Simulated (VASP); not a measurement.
# Ag: relaxation of cell and atoms with LDA

Crystal: Ag.

```
Ag
1.0
     0.00000    2.04000    2.04000
     2.04000    0.00000    2.04000
     2.04000    2.04000    0.00000
Ag
1
Direct
  0.00000 0.00000 0.00000
```

| Item | Value |
| --- | --- |
| Program | VASP 6.6.1 |
| Task | relaxation of cell and atoms |
| Functional | LDA |
| Potentials or basis | VASP PAW LDA potentials, release 64 (Ag) |
| Cutoff | 500 eV |
| k mesh | 12 × 12 × 12 |
| Occupations | gaussian, width 0.1 eV |
| Spin | no spin polarisation |
| Dipole correction | no |
| Further INCAR settings | ALGO = Normal; EDIFF = 1e-07; IBRION = 2; EDIFFG = -0.003; NSW = 80; ISIF = 3 |

| Quantity | Value |
| --- | --- |
| Relaxed volume | 16.03 Å³/atom |
| Relaxed cell | a = 2.830 Å, b = 2.830 Å, c = 2.830 Å, α = 60.00°, β = 60.00°, γ = 60.00° |
| Space group after relaxing (to 0.1 Å) | Fm-3m (No. 225) |
| Energy gained by relaxing | 20.7 meV/atom |
| Ionic steps | 6 |
| Pressure after relaxing | 0.0 GPa |
| Band gap on the k mesh | zero (an odd number of electrons rules out a gap without spin polarisation) |

The path:
| step | energy change (eV) | largest force (eV/Å) | pressure (GPa) | volume (Å³) |
| --- | --- | --- | --- | --- |
| 1 | 0.0000 | 0.0000 | -6.56 | 16.98 |
| 2 | -0.0062 | 0.0000 | 6.91 | 15.33 |
| 3 | -0.0207 | 0.0000 | -0.04 | 16.04 |
| 4 | -0.0207 | 0.0000 | 0.10 | 16.02 |
| 5 | -0.0207 | 0.0000 | -0.07 | 16.04 |
| 6 | -0.0207 | 0.0000 | -0.01 | 16.03 |

Final structure:
```
Ag
1.0
     0.00000    2.00140    2.00140
     2.00140    0.00000    2.00140
     2.00140    2.00140    0.00000
Ag
1
Direct
  0.00000 0.00000 0.00000
```

Levels at points of the mesh, in eV from the Fermi level:
```tsv
k point	band 4	band 5	band 6	band 7	band 8	band 9
(0.00, 0.00, 0.00)	-4.92	-3.75	-3.75	16.22	20.09	20.09
(0.50, 0.00, 0.00)	-2.85	-2.85	-0.52	4.01	15.48	18.44
(0.50, 0.50, 0.00)	-2.62	-2.62	1.57	7.30	10.95	10.95
```

Wall time 24 s on 1 thread of Intel(R) Xeon(R) Platinum 8259CL CPU @ 2.50GHz (Skylake/Cascade Lake), on a shared host, peak memory 0.14 GiB.
